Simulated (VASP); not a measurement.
# CdF2 (Fm-3m) in VASP: single point with PBE

Aim: the single point of CdF2 with PBE.

Everything below comes from runs of VASP 6.6.1. Logs are shortened: lines on timing, memory, paths and dates and some standing lists are left out, and cuts for length are marked.

## 1. The cell of the first run

It takes space group Fm-3m (No. 225, cubic). Conventional cell: a = 5.388 Å, b = 5.388 Å, c = 5.388 Å, α = 90.00°, β = 90.00°, γ = 90.00°. Cd (site symmetry m-3m) has 8 F at 2.33 Å within 3.1 Å. Within 3.1 Å of F (site symmetry -43m) lie 4 Cd at 2.33 Å and 6 F at 2.69 Å.

## 2. Single point, PBE

INCAR reads:

```
SYSTEM = CdF2
ALGO = Normal
EDIFF = 1E-7
ENCUT = 520
GGA = PE
ISIF = 2
ISMEAR = -1
LASPH = .True.
LCHARG = .False.
LREAL = .False.
LWAVE = .False.
NBANDS = 20
NELM = 60
PREC = Accurate
SIGMA = 0.1
```

KPOINTS reads:

```
k-points
0
Gamma
  6 6 6
  0 0 0
```

POSCAR reads:

```
CdF2
1.0
    0.0000000000      2.6940000000      2.6940000000
    2.6940000000      0.0000000000      2.6940000000
    2.6940000000      2.6940000000      0.0000000000
Cd F
1 2
Direct
    0.0000000000      0.0000000000      0.0000000000
    0.2500000000      0.2500000000      0.2500000000
    0.7500000000      0.7500000000      0.7500000000
```

Potentials or basis: VASP PAW PBE potentials, release 64 (Cd, F).

Started as:

```sh
> cat potpaw_PBE.64/Cd/POTCAR potpaw_PBE.64/F/POTCAR > POTCAR
> mpirun -np 1 vasp_std > vasp.out
```

OUTCAR:

```text
SYSTEM = CdF2
   EDIFF = 1E-7
   ENCUT = 520
   GGA = PE
   ISIF = 2
   ISMEAR = -1
   LASPH = .True.
   LREAL = .False.
   NELM = 60
   PREC = Accurate

 ion  position               nearest neighbor table
   1  0.000  0.000  0.000-   3 2.33   3 2.33   3 2.33   2 2.33   3 2.33   2 2.33   2 2.33   2 2.33

   2  0.250  0.250  0.250-   1 2.33   1 2.33   1 2.33   1 2.33
   3  0.750  0.750  0.750-   1 2.33   1 2.33   1 2.33   1 2.33

  LATTYP: Found a face centered cubic cell.
 ALAT       =     5.3880000000

  Lattice vectors:

 A1 = (   0.0000000000,   2.6940000000,   2.6940000000)
 A2 = (   2.6940000000,   0.0000000000,   2.6940000000)
 A3 = (   2.6940000000,   2.6940000000,   0.0000000000)

Analysis of symmetry for initial positions (statically):
=====================================================================
 Subroutine PRICEL returns:
 Original cell was already a primitive cell.

 Routine SETGRP: Setting up the symmetry group for a
 face centered cubic supercell.

 Subroutine GETGRP returns: Found 48 space group operations
 (whereof 48 operations were pure point group operations)
 out of a pool of 48 trial point group operations.

The static configuration has the point symmetry O_h .

Analysis of symmetry for dynamics (positions and initial velocities):
=====================================================================
 Subroutine PRICEL returns:
 Original cell was already a primitive cell.

 Routine SETGRP: Setting up the symmetry group for a
 face centered cubic supercell.

 Subroutine GETGRP returns: Found 48 space group operations
 (whereof 48 operations were pure point group operations)
 out of a pool of 48 trial point group operations.

The dynamic configuration has the point symmetry O_h .

 Subroutine INISYM returns: Found 48 space group operations
 (whereof 48 operations are pure point group operations),
 and found     1 'primitive' translations

----------------------------------------------------------------------------------------

                                     Primitive cell

  volume of cell :      39.1041

  direct lattice vectors                    reciprocal lattice vectors
     0.000000000  2.694000000  2.694000000    -0.185597624  0.185597624  0.185597624
     2.694000000  0.000000000  2.694000000     0.185597624 -0.185597624  0.185597624
     2.694000000  2.694000000  0.000000000     0.185597624  0.185597624 -0.185597624

  length of vectors
     3.809891337  3.809891337  3.809891337     0.321464515  0.321464515  0.321464515

  position of ions in fractional coordinates (direct lattice)
     0.000000000  0.000000000  0.000000000
[... 70 lines left out ...]
   NELM   =     60;   NELMIN=  2; NELMDL= -5     # of ELM steps
   EDIFF  = 0.1E-06   stopping-criterion for ELM
   LREAL  =      F    real-space projection
   EDIFFG = 0.1E-05   stopping-criterion for IOM
   NSW    =      0    number of steps for IOM
   IBRION =     -1    ionic relax: 0-MD 1-quasi-New 2-CG
   NFREE  =      0    steps in history (QN), initial steepest desc. (CG)
   ISIF   =      2    stress and relaxation
   ISYM   =      2    0-nonsym 1-usesym 2-fastsym
   POTIM  = 0.5000    time-step for ionic-motion
   TEBEG  =    0.0;   TEEND  =   0.0 temperature during run
   PSTRESS=    0.0 pullay stress
   NELECT =      26.0000    total number of electrons
   NUPDOWN=      -1.0000    fix difference up-down
   EMIN   =  10.00;   EMAX   =-10.00  energy-range for DOS
   EFERMI =   0.00;   METHOD = LEGACY
   ISMEAR =    -1;   SIGMA  =   0.10  broadening in eV -4-tet -1-fermi 0-gaus
   EFERMI_NEDOS =   21; number of points for ismear=-14 and -15
   IALGO  =     38    algorithm
   IMIX   =      4    mixing-type and parameters
     AMIX     =   0.40;   BMIX     =  1.00
     AMIX_MAG =   1.60;   BMIX_MAG =  1.00
  volume/ion in A,a.u.               =      13.03        87.96
  Fermi-wavevector in a.u.,A,eV,Ry     =   1.428867  2.700166 27.778468  2.041660
  Thomas-Fermi vector in A             =   2.548882
   LORBIT       =      0    0 simple, 1 ext, 2 COOP (PROOUT), +10 PAW based schemes
   GGA     = PE    functional components
   LHFCALC =     F    Hartree Fock is set to
   AEXX    =    0.0000 exact exchange contribution
   IVDW    =     0    specifies the selected vdW correction
   LEPSILON=     F    determine dielectric tensor
   LRPA    =     F    only Hartree local field effects (RPA)
 non-spin polarized calculation
  energy-cutoff  :      520.00
  volume of cell :       39.10
 maximum number of plane-waves:      1067
   NGX = 15   NGY = 15   NGZ = 15

 number of electron      25.9999990 magnetization

 Free energy of the ion-electron system (eV)
  ---------------------------------------------------
  ext. energy  EPLUGINS =         0.00000000
  ---------------------------------------------------
  free energy    TOTEN  =       -10.85947414 eV

  energy without entropy =      -10.85947409  energy(sigma->0) =      -10.85947412

 E-fermi :   0.4015     XC(G=0): -10.4121

 val. band max:       -1.3309418639   @ k =  -0.3333   0.5000   0.1667
 cond. band min:       1.7564804242   @ k =   0.0000   0.0000   0.0000
 fundamental gap:      3.0874222881
 Fermi energy:         0.4014620554

 k-point     1 :       0.0000    0.0000    0.0000
  band No.  band energies     occupation
      1     -22.1167      2.00000
      2     -21.0119      2.00000
      3      -6.9268      2.00000
      4      -6.9268      2.00000
      5      -6.9268      2.00000
      6      -5.7192      2.00000
[... 357 lines left out ...]
     19      18.9556      0.00000
     20      19.3937      0.00000

------------------------ aborting loop because EDIFF is reached ----------------------------------------

  FORCE on cell =-STRESS in cart. coord.  units (eV):
  Direction    XX          YY          ZZ          XY          YZ          ZX
  --------------------------------------------------------------------------------------
  -------------------------------------------------------------------------------------
  Total        1.5107819      1.5107819      1.5107819      0.0000000      0.0000000     -0.0000000
  in kB       61.8998486     61.8998486     61.8998486      0.0000000      0.0000000     -0.0000000
  external PRESSURE =      61.8998486 kB  Pullay stress =       0.0000000 kB

 VOLUME and BASIS-vectors are now :
 -----------------------------------------------------------------------------
  energy-cutoff  :      520.00
  volume of cell :       39.10
      direct lattice vectors                 reciprocal lattice vectors
     0.000000000  2.694000000  2.694000000    -0.185597624  0.185597624  0.185597624
     2.694000000  0.000000000  2.694000000     0.185597624 -0.185597624  0.185597624
     2.694000000  2.694000000  0.000000000     0.185597624  0.185597624 -0.185597624

 POSITION                                       TOTAL-FORCE (eV/Angst)
 -----------------------------------------------------------------------------------
      0.00000      0.00000      0.00000         0.000000      0.000000      0.000000
      1.34700      1.34700      1.34700        -0.000000      0.000000      0.000000
      4.04100      4.04100      4.04100         0.000000     -0.000000     -0.000000
 -----------------------------------------------------------------------------------
    total drift:                                0.000000      0.000000      0.000000

  FREE ENERGIE OF THE ION-ELECTRON SYSTEM (eV)
  ---------------------------------------------------
  free  energy   TOTEN  =       -10.8594741364 eV

  energy  without entropy=      -10.8594740949  energy(sigma->0) =      -10.85947412
```

OSZICAR:

```text
N       E                     dE             d eps       ncg     rms          rms(c)
DAV:   1     0.195735161479E+03    0.19574E+03   -0.15736E+04   648   0.133E+03
DAV:   2    -0.443682397162E+01   -0.20017E+03   -0.19155E+03   688   0.345E+02
DAV:   3    -0.125303619958E+02   -0.80935E+01   -0.80706E+01   728   0.748E+01
DAV:   4    -0.125662574315E+02   -0.35895E-01   -0.35893E-01   704   0.497E+00
DAV:   5    -0.125663878997E+02   -0.13047E-03   -0.13047E-03   704   0.274E-01    0.103E+01
DAV:   6    -0.108291003180E+02    0.17373E+01   -0.39811E+00   808   0.369E+01    0.743E+00
DAV:   7    -0.108744790672E+02   -0.45379E-01   -0.88419E-01   648   0.839E+00    0.427E+00
DAV:   8    -0.108677028713E+02    0.67762E-02   -0.13804E-01   664   0.350E+00    0.703E-01
DAV:   9    -0.108587786178E+02    0.89243E-02   -0.34382E-02   772   0.229E+00    0.876E-02
DAV:  10    -0.108593511658E+02   -0.57255E-03   -0.29156E-03   660   0.585E-01    0.120E-01
DAV:  11    -0.108594513374E+02   -0.10017E-03   -0.12231E-04   688   0.108E-01    0.367E-02
DAV:  12    -0.108594725419E+02   -0.21204E-04   -0.34639E-05   656   0.519E-02    0.185E-02
DAV:  13    -0.108594743405E+02   -0.17986E-05   -0.68211E-06   688   0.212E-02    0.330E-03
DAV:  14    -0.108594741035E+02    0.23698E-06   -0.57058E-07   692   0.943E-03    0.790E-04
DAV:  15    -0.108594741364E+02   -0.32910E-07   -0.64258E-08   544   0.242E-03
   1 F= -.10859474E+02 E0= -.10859474E+02  d E =-.415021E-07
```

stdout:

```text
POSCAR found type information on POSCAR CdF
 POSCAR found :  2 types and       3 ions
 scaLAPACK will be used
 LDA part: xc-table for (Slater+PW92), standard interpolation
 POSCAR, INCAR and KPOINTS ok, starting setup
 FFT: planning ... GRIDC
 FFT: planning ... GRID_SOFT
 FFT: planning ... GRID
 WAVECAR not read
 entering main loop
```

Run time: 14 s. Hardware: 1 thread of Intel Xeon 6975P-C, shared host; peak memory 0.16 GiB.

What came out:

```yaml
Free_energy: -10.8595 eV
Pressure: 6.2 GPa
Band_gap_on_the_k_mesh: 3.09 eV, indirect (least direct gap 3.57 eV)
```

Levels at points of the mesh, in eV from the valence-band top:
```tsv
k point	band 10	band 11	band 12	band 13	band 14	band 15	band 16	band 17
(0.00, 0.00, 0.00)	-0.95	-0.48	-0.48	-0.48	3.09	12.72	12.72	12.72
(0.50, 0.00, 0.00)	-1.82	-1.82	-0.38	-0.38	7.19	9.18	14.52	14.52
(0.50, 0.50, 0.00)	-2.94	-0.48	-0.07	-0.07	8.02	9.67	11.94	14.30
```

A k mesh can miss the band edges. A hybrid or GW would open this gap; PBE tends to underestimate it.
